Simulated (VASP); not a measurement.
# Ga (Im-3m) in VASP: a series of runs

Ga is run at these levels: PBEsol; tasks: relaxation of cell and atoms.

Program: VASP 6.6.1. These are calculated values, not measurements. Logs are shortened: lines on timing, memory, paths and dates and some standing lists are left out, and cuts for length are marked.

## Step 1: The cell of the first run

It takes space group Im-3m (No. 229, cubic). The conventional cell has a = 3.304 Å, b = 3.304 Å, c = 3.304 Å, α = 90.00°, β = 90.00°, γ = 90.00°. Within 3.8 Å of Ga (site symmetry m-3m) lie 14 Ga at 2.86 to 3.30 Å.

## Step 2: Relaxation of cell and atoms, PBEsol, target pressure -0.12 GPa, at which the enthalpy is minimised

INCAR reads:

```
SYSTEM = Ga
PREC     = Accurate       ! precision mode
ENCUT    = 600            ! plane-wave cutoff, eV
EDIFF    = 1E-6           ! SCF threshold, eV
ISMEAR   = -1             ! smearing method
SIGMA    = 0.1            ! smearing width, eV
LREAL    = .FALSE.        ! projectors in reciprocal space
LASPH    = .TRUE.         ! aspherical terms in the spheres
NELM     = 60             ! most SCF steps
ALGO     = Normal         ! electronic algorithm
ISIF     = 3              ! what is computed and relaxed
LWAVE    = .FALSE.        ! write WAVECAR
LCHARG   = .FALSE.        ! write CHGCAR
GGA      = PS             ! functional
IBRION   = 2              ! ionic algorithm
NSW      = 60             ! ionic steps
EDIFFG   = -0.005         ! ionic threshold
PSTRESS  = -1.2
```

KPOINTS reads:

```
regular mesh
0
G
  16 16 16
  0 0 0
```

POSCAR reads:

```
Ga
1.0
   -1.6519174394      1.6519174394      1.6519174394
    1.6519174394     -1.6519174394      1.6519174394
    1.6519174394      1.6519174394     -1.6519174394
Ga
1
Direct
    0.0000000000      0.0000000000      0.0000000000
```

Potentials or basis: VASP PAW PBE potentials, release 64 (Ga_d).

On the command line:

```
$ cat potpaw_PBE.64/Ga_d/POTCAR > POTCAR
$ mpirun -np 1 vasp_std > vasp.out
```

OUTCAR:

```text
SYSTEM = Ga
   PREC = Accurate
   ENCUT = 600
   EDIFF = 1E-6
   ISMEAR = -1
   LREAL = .FALSE.
   LASPH = .TRUE.
   NELM = 60
   ISIF = 3
   GGA = PS
   IBRION = 2
   NSW = 60
   EDIFFG = -0.005
   PSTRESS = -1.2

 ion  position               nearest neighbor table
   1  0.000  0.000  0.000-

  LATTYP: Found a body centered cubic cell.
 ALAT       =     3.3038348788

  Lattice vectors:

 A1 = (  -1.6519174394,   1.6519174394,   1.6519174394)
 A2 = (   1.6519174394,  -1.6519174394,   1.6519174394)
 A3 = (   1.6519174394,   1.6519174394,  -1.6519174394)

Analysis of symmetry for initial positions (statically):
=====================================================================
 Subroutine PRICEL returns:
 Original cell was already a primitive cell.

 Routine SETGRP: Setting up the symmetry group for a
 body centered cubic supercell.

 Subroutine GETGRP returns: Found 48 space group operations
 (whereof 48 operations were pure point group operations)
 out of a pool of 48 trial point group operations.

The static configuration has the point symmetry O_h .

Analysis of symmetry for dynamics (positions and initial velocities):
=====================================================================
 Subroutine PRICEL returns:
 Original cell was already a primitive cell.

 Routine SETGRP: Setting up the symmetry group for a
 body centered cubic supercell.

 Subroutine GETGRP returns: Found 48 space group operations
 (whereof 48 operations were pure point group operations)
 out of a pool of 48 trial point group operations.

The dynamic configuration has the point symmetry O_h .

 Subroutine INISYM returns: Found 48 space group operations
 (whereof 48 operations are pure point group operations),
 and found     1 'primitive' translations

----------------------------------------------------------------------------------------

                                     Primitive cell

  volume of cell :      18.0312

  direct lattice vectors                    reciprocal lattice vectors
    -1.651917439  1.651917439  1.651917439     0.000000000  0.302678565  0.302678565
     1.651917439 -1.651917439  1.651917439     0.302678565  0.000000000  0.302678565
     1.651917439  1.651917439 -1.651917439     0.302678565  0.302678565  0.000000000

  length of vectors
     2.861204935  2.861204935  2.861204935     0.428052132  0.428052132  0.428052132

[... 77 lines left out ...]
   NELM   =     60;   NELMIN=  2; NELMDL= -5     # of ELM steps
   EDIFF  = 0.1E-05   stopping-criterion for ELM
   LREAL  =      F    real-space projection
   EDIFFG = -.5E-02   stopping-criterion for IOM
   NSW    =     60    number of steps for IOM
   IBRION =      2    ionic relax: 0-MD 1-quasi-New 2-CG
   NFREE  =      1    steps in history (QN), initial steepest desc. (CG)
   ISIF   =      3    stress and relaxation
   ISYM   =      2    0-nonsym 1-usesym 2-fastsym
   POTIM  = 0.5000    time-step for ionic-motion
   TEBEG  =    0.0;   TEEND  =   0.0 temperature during run
   PSTRESS=   -1.2 pullay stress
   NELECT =      13.0000    total number of electrons
   NUPDOWN=      -1.0000    fix difference up-down
   EMIN   =  10.00;   EMAX   =-10.00  energy-range for DOS
   EFERMI =   0.00;   METHOD = LEGACY
   ISMEAR =    -1;   SIGMA  =   0.10  broadening in eV -4-tet -1-fermi 0-gaus
   EFERMI_NEDOS =   21; number of points for ismear=-14 and -15
   IALGO  =     38    algorithm
   IMIX   =      4    mixing-type and parameters
     AMIX     =   0.40;   BMIX     =  1.00
     AMIX_MAG =   1.60;   BMIX_MAG =  1.00
  volume/ion in A,a.u.               =      18.03       121.68
  Fermi-wavevector in a.u.,A,eV,Ry     =   1.467960  2.774043 29.319292  2.154907
  Thomas-Fermi vector in A             =   2.583515
   LORBIT       =      0    0 simple, 1 ext, 2 COOP (PROOUT), +10 PAW based schemes
   GGA     = PS    functional components
   LHFCALC =     F    Hartree Fock is set to
   AEXX    =    0.0000 exact exchange contribution
   IVDW    =     0    specifies the selected vdW correction
   LEPSILON=     F    determine dielectric tensor
   LRPA    =     F    only Hartree local field effects (RPA)
 conjugate gradient relaxation of ions
 non-spin polarized calculation
  energy-cutoff  :      600.00
  volume of cell :       18.03
 maximum number of plane-waves:       622
   NGX = 11   NGY = 11   NGZ = 11

 number of electron      13.0000009 magnetization

 Free energy of the ion-electron system (eV)
  ---------------------------------------------------
  ext. energy  EPLUGINS =         0.00000000
  ---------------------------------------------------
  free energy    TOTEN  =        -3.31552721 eV

  energy without entropy =       -3.29937564  energy(sigma->0) =       -3.30745143

 E-fermi :   5.8370     XC(G=0): -11.3818

 val. band max:        5.8255189855   @ k =   0.5000   0.5000   0.3750
 cond. band min:       5.8494970550   @ k =  -0.3750   0.4375   0.1875
 fundamental gap:      0.0239780696
 Fermi energy:         5.8370392196

 k-point     1 :       0.0000    0.0000    0.0000
  band No.  band energies     occupation
      1      -9.0768      2.00000
      2      -9.0768      2.00000
      3      -9.0768      2.00000
      4      -8.8664      2.00000
      5      -8.8664      2.00000
      6      -5.5684      2.00000
      7      18.9471      0.00000
      8      18.9471      0.00000
      9      18.9471      0.00000
     10      23.4726      0.00000
[... 287 lines left out ...]
 k-point    24 :       0.2500    0.1875    0.0000
  band No.  band energies     occupation
      1      -9.1379      2.00000
      2      -9.0683      2.00000
      3      -8.8995      2.00000
      4      -8.8926      2.00000
      5      -8.8242      2.00000
      6      -1.4319      2.00000
      7       7.2893      0.00000
      8       9.3357      0.00000
      9      14.1733      0.00000
     10      20.3370      0.00000

 [... further k-points ...]
[... 5 lines left out ...]
  --------------------------------------------------------------------------------------
  -------------------------------------------------------------------------------------
  Total       -0.0140976     -0.0140976     -0.0140976      0.0000000      0.0000000      0.0000000
  in kB       -1.2526506     -1.2526506     -1.2526506      0.0000000      0.0000000      0.0000000
  external PRESSURE =      -0.0526506 kB  Pullay stress =      -1.2000000 kB

 VOLUME and BASIS-vectors are now :
 -----------------------------------------------------------------------------
  energy-cutoff  :      600.00
  volume of cell :       18.03
      direct lattice vectors                 reciprocal lattice vectors
    -1.651917439  1.651917439  1.651917439     0.000000000  0.302678565  0.302678565
     1.651917439 -1.651917439  1.651917439     0.302678565  0.000000000  0.302678565
     1.651917439  1.651917439 -1.651917439     0.302678565  0.302678565  0.000000000

 POSITION                                       TOTAL-FORCE (eV/Angst)
 -----------------------------------------------------------------------------------
      0.00000      0.00000      0.00000         0.000000      0.000000      0.000000
 -----------------------------------------------------------------------------------
    total drift:                               -0.000000      0.000000      0.000000

  FREE ENERGIE OF THE ION-ELECTRON SYSTEM (eV)
  ---------------------------------------------------
  free  energy   TOTEN  =        -3.3155272143 eV

  energy  without entropy=       -3.2993756423  energy(sigma->0) =       -3.30745143

  enthalpy is  TOTEN    =        -3.3290322479 eV   P V=       -0.0135050336

 reached required accuracy - stopping structural energy minimisation
```

CONTCAR:

```text
Ga
   1.00000000000000
    -1.6519174394000000    1.6519174394000000    1.6519174394000000
     1.6519174394000000   -1.6519174394000000    1.6519174394000000
     1.6519174394000000    1.6519174394000000   -1.6519174394000000
  Ga
     1
Direct
     0.0000000000000000    0.0000000000000000    0.0000000000000000

  0.00000000E+00  0.00000000E+00  0.00000000E+00
```

Run time: 6.3 s. Hardware: 1 thread of Intel Xeon 6975P-C (Granite Rapids), shared host; peak memory 0.16 GiB.

Results:

```yaml
Free_energy: -3.3155 eV
Pressure_after_relaxing: -0.1 GPa
```

Final structure:
```cif
data_structure
_symmetry_space_group_name_H-M 'P 1'
_symmetry_Int_Tables_number 1
_cell_length_a 2.8612
_cell_length_b 2.8612
_cell_length_c 2.8612
_cell_angle_alpha 109.471
_cell_angle_beta 109.471
_cell_angle_gamma 109.471
_cell_volume 18.03
loop_
_atom_site_label
_atom_site_type_symbol
_atom_site_fract_x
_atom_site_fract_y
_atom_site_fract_z
_atom_site_occupancy
Ga1 Ga 0.00000 0.00000 0.00000 1
```

Caveat: the relaxation stopped at its first step, so nothing moved; the cell is relaxed towards a set pressure, so the enthalpy falls and the energy may rise; the PAW data sets were made with another functional, which shifts forces and pressure a little.

## Step 3: Relaxation of cell and atoms, PBEsol, target pressure -0.12 GPa, at which the enthalpy is minimised

INCAR reads:

```
ALGO = Normal
EDIFF = 1E-6
EDIFFG = -0.005
ENCUT = 600
GGA = PS
IBRION = 2
ISIF = 3
ISMEAR = -1
LASPH = T
LCHARG = F
LREAL = F
LWAVE = F
NELM = 80
NSW = 32
PREC = Accurate
PSTRESS = -1.2
SIGMA = 0.1
```

KPOINTS reads:

```
k-points
0
Gamma
  16 16 16
```

POSCAR is that of step 2.

Potentials or basis: VASP PAW PBE potentials, release 64 (Ga_d).

On the command line:

```
$ cat potpaw_PBE.64/Ga_d/POTCAR > POTCAR
$ mpirun -np 1 vasp_std > vasp.out
```

OUTCAR:

```text
EDIFF = 1E-6
   EDIFFG = -0.005
   ENCUT = 600
   GGA = PS
   IBRION = 2
   ISIF = 3
   ISMEAR = -1
   LASPH = T
   LREAL = F
   NELM = 80
   NSW = 32
   PREC = Accurate
   PSTRESS = -1.2

 ion  position               nearest neighbor table
   1  0.000  0.000  0.000-

  LATTYP: Found a body centered cubic cell.
 ALAT       =     3.3038348788

  Lattice vectors:

 A1 = (  -1.6519174394,   1.6519174394,   1.6519174394)
[... 487 lines left out ...]
      5      -8.8242      2.00000
      6      -1.4319      2.00000
      7       7.2893      0.00000
      8       9.3357      0.00000
      9      14.1733      0.00000
     10      20.3370      0.00000

 [... further k-points ...]
[... 5 lines left out ...]
  --------------------------------------------------------------------------------------
  -------------------------------------------------------------------------------------
  Total       -0.0140976     -0.0140976     -0.0140976      0.0000000      0.0000000      0.0000000
  in kB       -1.2526506     -1.2526506     -1.2526506      0.0000000      0.0000000      0.0000000
  external PRESSURE =      -0.0526506 kB  Pullay stress =      -1.2000000 kB

 VOLUME and BASIS-vectors are now :
 -----------------------------------------------------------------------------
  energy-cutoff  :      600.00
  volume of cell :       18.03
      direct lattice vectors                 reciprocal lattice vectors
    -1.651917439  1.651917439  1.651917439     0.000000000  0.302678565  0.302678565
     1.651917439 -1.651917439  1.651917439     0.302678565  0.000000000  0.302678565
     1.651917439  1.651917439 -1.651917439     0.302678565  0.302678565  0.000000000

 POSITION                                       TOTAL-FORCE (eV/Angst)
 -----------------------------------------------------------------------------------
      0.00000      0.00000      0.00000         0.000000      0.000000      0.000000
 -----------------------------------------------------------------------------------
    total drift:                               -0.000000      0.000000      0.000000

  FREE ENERGIE OF THE ION-ELECTRON SYSTEM (eV)
  ---------------------------------------------------
  free  energy   TOTEN  =        -3.3155272143 eV

  energy  without entropy=       -3.2993756423  energy(sigma->0) =       -3.30745143

  enthalpy is  TOTEN    =        -3.3290322479 eV   P V=       -0.0135050336

 reached required accuracy - stopping structural energy minimisation
```

OSZICAR:

```text
N       E                     dE             d eps       ncg     rms          rms(c)
DAV:   1     0.363546587692E+02    0.36355E+02   -0.75389E+03  3078   0.245E+03
DAV:   2    -0.200063310900E+01   -0.38355E+02   -0.37472E+02  2942   0.253E+02
DAV:   3    -0.334837478777E+01   -0.13477E+01   -0.13425E+01  3428   0.433E+01
DAV:   4    -0.335954389189E+01   -0.11169E-01   -0.11164E-01  3364   0.404E+00
DAV:   5    -0.335967937396E+01   -0.13548E-03   -0.13548E-03  3458   0.409E-01    0.939E-01
DAV:   6    -0.332366379196E+01    0.36016E-01   -0.75387E-02  3328   0.613E+00    0.428E-01
DAV:   7    -0.331650076819E+01    0.71630E-02   -0.11053E-02  4004   0.193E+00    0.126E-01
DAV:   8    -0.331552707916E+01    0.97369E-03   -0.80244E-04  3792   0.560E-01    0.674E-03
DAV:   9    -0.331552721431E+01   -0.13515E-06   -0.70661E-06  3712   0.495E-02
   1 F= -.33290322E+01 E0= -.33209565E+01  d E =-.332903E+01
```

CONTCAR:

```text
Ga
   1.00000000000000
    -1.6519174394000000    1.6519174394000000    1.6519174394000000
     1.6519174394000000   -1.6519174394000000    1.6519174394000000
     1.6519174394000000    1.6519174394000000   -1.6519174394000000
  Ga
     1
Direct
     0.0000000000000000    0.0000000000000000    0.0000000000000000

  0.00000000E+00  0.00000000E+00  0.00000000E+00
```

Run time: 6.4 s. Hardware: 1 thread of Intel Xeon 6975P-C (Granite Rapids), shared host; peak memory 0.16 GiB.

What came out:

```yaml
Free_energy: -3.3155 eV
Pressure_after_relaxing: -0.1 GPa
```

Final structure:
```
CELL_PARAMETERS angstrom
-1.65192 1.65192 1.65192
1.65192 -1.65192 1.65192
1.65192 1.65192 -1.65192
ATOMIC_POSITIONS crystal
Ga 0.00000 0.00000 0.00000
```

Caveat: the relaxation stopped at its first step, so nothing moved; the cell is relaxed towards a set pressure, so the enthalpy falls and the energy may rise; the PAW data sets were made with another functional, which shifts forces and pressure a little.

## Step 4: Relaxation of cell and atoms, PBEsol

This run uses another cell than the first one, of 19.00 Å³/atom, 1.054 times its volume.

INCAR reads:

```
SYSTEM = Ga
  ALGO = Normal
  EDIFF = 1E-7
  EDIFFG = -0.005
  ENCUT = 600
  GGA = PS
  IBRION = 2
  ISIF = 3
  ISMEAR = -1
  LASPH = .TRUE.
  LCHARG = .FALSE.
  LREAL = .FALSE.
  LWAVE = .FALSE.
  NELM = 80
  NSW = 60
  PREC = Accurate
  SIGMA = 0.1
```

KPOINTS reads:

```
k-points
0
G
  16 16 16
  0 0 0
```

POSCAR reads:

```
Ga
1.0
   -1.6809877034      1.6809877034      1.6809877034
    1.6809877034     -1.6809877034      1.6809877034
    1.6809877034      1.6809877034     -1.6809877034
Ga
1
Direct
    0.0000000000      0.0000000000      0.0000000000
```

On the command line:

```
$ cat potpaw_PBE.64/Ga_d/POTCAR > POTCAR
$ mpirun -np 1 vasp_std > vasp.out
```

Run time: 31 s. Hardware: 1 thread of Intel Xeon 6975P-C (Granite Rapids), shared host; peak memory 0.17 GiB.

It converged, with:

```yaml
Free_energy: -3.3159 eV
Relaxed_volume: 18.02 Å³/atom
Relaxed_cell: a = 2.861 Å, b = 2.861 Å, c = 2.861 Å, α = 109.47°, β = 109.47°, γ = 109.47°
Space_group_after_relaxing_to_0.05_Å: Im-3m (No. 229)
Energy_gained_by_relaxing: 9.1 meV/atom
Ionic_steps: 9
Pressure_after_relaxing: 0.0 GPa
```

Step by step:
| step | energy change (eV) | largest force (eV/Å) | pressure (GPa) | volume (Å³) |
| --- | --- | --- | --- | --- |
| 1 | 0.0000 | 0.0000 | -2.78 | 19.00 |
| 2 | -0.0090 | 0.0000 | -0.32 | 18.11 |
| 3 | -0.0091 | 0.0000 | 0.07 | 18.01 |
| 4 | -0.0091 | 0.0000 | -0.11 | 18.03 |
| 5 | -0.0091 | 0.0000 | -0.08 | 18.03 |
| 6 | -0.0091 | 0.0000 | -0.07 | 18.02 |
| 7 | -0.0091 | 0.0000 | -0.08 | 18.02 |
| 8 | -0.0091 | 0.0000 | -0.08 | 18.02 |
| 9 | -0.0091 | 0.0000 | -0.02 | 18.02 |

Final structure:
```
Ga
1.0
    -1.65162    1.65162    1.65162
     1.65162   -1.65162    1.65162
     1.65162    1.65162   -1.65162
Ga
1
Direct
  0.00000 0.00000 0.00000
```

Levels at points of the mesh, in eV from the Fermi level:
```csv
k point,band 4,band 5,band 6,band 7,band 8,band 9
"(0.00, 0.00, 0.00)",-14.70,-14.70,-11.41,13.12,13.12,13.12
"(0.50, 0.00, 0.00)",-14.70,-14.57,-4.51,-3.96,7.27,9.30
"(0.50, 0.50, 0.50)",-14.61,-14.61,1.62,1.62,1.62,1.83
```

Caveat: the PAW data sets were made with another functional, which shifts forces and pressure a little.
